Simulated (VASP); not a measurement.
Set up this calculation in VASP 6.6.1, as the native input.

* Task: single point
* Functional: r2SCAN
* Potentials or basis: VASP PAW PBE potentials, release 64 (C)
* Cutoff: 520 eV
* k mesh: 12 × 12 × 1
* Occupations: fermi-dirac, width 0.02 eV
* Spin: no spin polarisation
* Dipole correction: yes
* Further INCAR settings: ALGO = Normal; EDIFF = 1e-06; NBANDS = 21

The system is C, a slab with vacuum.

```
C
1.0
     2.51745    0.00000    0.00000
    -1.25872    2.18017    0.00000
     0.00000    0.00000   20.62480
C
6
Direct
  0.00000 0.00000 0.32963
  0.33333 0.66667 0.32965
  0.33333 0.66667 0.49967
  0.66667 0.33333 0.49971
  0.66667 0.33333 0.67066
  0.00000 0.00000 0.67068
```

These files were run (other wordings do the same):

POSCAR

```
C
1.0
    2.5174486393      0.0000000000      0.0000000000
   -1.2587243197      2.1801744744      0.0000000000
    0.0000000000      0.0000000000     20.6248000000
C
6
Direct
    0.0000000000      0.0000000000      0.3296260243
    0.3333333333      0.6666666667      0.3296467032
    0.3333333333      0.6666666667      0.4996727645
    0.6666666667      0.3333333333      0.4997122574
    0.6666666667      0.3333333333      0.6706603310
    0.0000000000      0.0000000000      0.6706819185
```

INCAR.step1

```
PREC     = Accurate       # precision mode
ENCUT    = 520            # plane-wave cutoff, eV
ISMEAR   = -1             # smearing method
SIGMA    = 0.02           # smearing width, eV
LREAL    = F              # projectors in reciprocal space
LASPH    = T              # aspherical terms in the spheres
NELM     = 100            # most SCF steps
LDIPOL   = T            
IDIPOL   = 3            
DIPOL    = 0.5 0.5 0.500
NBANDS   = 21             # bands
GGA      = PE             # functional
ALGO     = Normal         # electronic algorithm
EDIFF    = 1E-4           # SCF threshold, eV
LWAVE    = T              # write WAVECAR
LCHARG   = F              # write CHGCAR
```

INCAR.step2

```
PREC     = Accurate       # precision mode
ENCUT    = 520            # plane-wave cutoff, eV
EDIFF    = 1E-6           # SCF threshold, eV
ISMEAR   = -1             # smearing method
SIGMA    = 0.02           # smearing width, eV
LREAL    = F              # projectors in reciprocal space
LASPH    = T              # aspherical terms in the spheres
NELM     = 100            # most SCF steps
ALGO     = Normal         # electronic algorithm
ISIF     = 2              # what is computed and relaxed
LWAVE    = F              # write WAVECAR
LCHARG   = F              # write CHGCAR
LDIPOL   = T            
IDIPOL   = 3            
DIPOL    = 0.5 0.5 0.500
METAGGA  = R2SCAN         # meta-GGA
LMIXTAU  = T            
NBANDS   = 21             # bands
ISTART   = 1
```

KPOINTS

```
regular mesh
0
Gamma
  12 12 1
```

Potentials or basis: VASP PAW PBE potentials, release 64 (C).

The run is started by

```console
$ cat potpaw_PBE.64/C/POTCAR > POTCAR
$ cp INCAR.step1 INCAR
$ mpirun -np 1 vasp_std > vasp.out
$ cp INCAR.step2 INCAR
$ mpirun -np 1 vasp_std > vasp.out
```

Run time: 8.9 min on 1 thread of Intel Xeon 8259CL, on a shared host, peak memory 0.25 GiB.
